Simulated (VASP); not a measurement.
# Pr: single point with r2SCAN

The system is Pr.

```
Pr
1.0
     0.00000    2.25365    2.25365
     2.25365    0.00000    2.25365
     2.25365    2.25365    0.00000
Pr
1
Direct
  0.00000 0.00000 0.00000
```

```yaml
Program: VASP 6.6.1
Task: single point
Functional: r2SCAN
Potentials_or_basis: VASP PAW PBE potentials, release 64 (Pr)
Cutoff: 520 eV
k_mesh: 13 × 13 × 13
Occupations: fermi-dirac, width 0.1 eV
Spin: no spin polarisation
```

The pressure is 1.7 GPa.

Levels at points of the mesh, in eV from the Fermi level:
```csv
k point,band 4,band 5,band 6,band 7,band 8,band 9
"(0.00, 0.00, 0.00)",-16.98,-2.77,-0.83,-0.01,-0.01,-0.01
```

Wall time 4.5 min on 1 thread of AMD EPYC 7R43 64-Core Processor (Zen 3) (shared host), peak memory 0.13 GiB.

Caveat: the PAW data sets were made with another functional, which shifts forces and pressure a little; spin-orbit coupling is left out, which moves the levels of the heavy elements. Spin polarisation is off, so any magnetic state and its effect on volume and gap are missing.
